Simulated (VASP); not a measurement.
A run of VASP 6.6.1 is set up as follows.

File INCAR:

```
PREC = Accurate ; ENCUT = 520
EDIFF = 1E-6 ; ISMEAR = 0
SIGMA = 0.1 ; LREAL = F
LASPH = T ; NELM = 80
ALGO = Normal ; ISIF = 2
LWAVE = F ; LCHARG = T
GGA = PE ; LELF = T
LVHAR = T ; NBANDS = 26
```

Contents of KPOINTS:

```
regular mesh
0
Gamma
  6 6 4
```

File POSCAR:

```
Be3Bi2
1.0
    4.2029478800      0.0000000000      0.0000000000
   -2.1014739400      3.6398596400      0.0000000000
    0.0000000000      0.0000000000      5.1610677000
Be Bi
3 2
Direct
    0.0000000000      0.0000000000      0.7454000100
    0.0000000000      0.0000000000      0.2545999900
    0.6666666700      0.3333333300      0.0000000000
    0.6666666700      0.3333333300      0.5000000000
    0.3333333300      0.6666666700      0.0000000000
```

Potentials or basis: VASP PAW PBE potentials, release 64 (Be, Bi_d).

Launch:

```console
$ cat potpaw_PBE.64/Be/POTCAR potpaw_PBE.64/Bi_d/POTCAR > POTCAR
$ mpirun -np 1 vasp_std > vasp.out
```

Task: Estimate the band gap on the k mesh.

Result: Zero (band 18 reaches 11.34 eV, above the bottom of band 19 at 8.89 eV).

Task: What does it give for the pressure?

Result: 16.9 GPa.

Stress tensor (GPa, compression positive):
```
18.73  0.00  0.00
 0.00 18.73  0.00
 0.00  0.00 13.20
```

Caveat: spin-orbit coupling is left out, which moves the levels of the heavy elements.
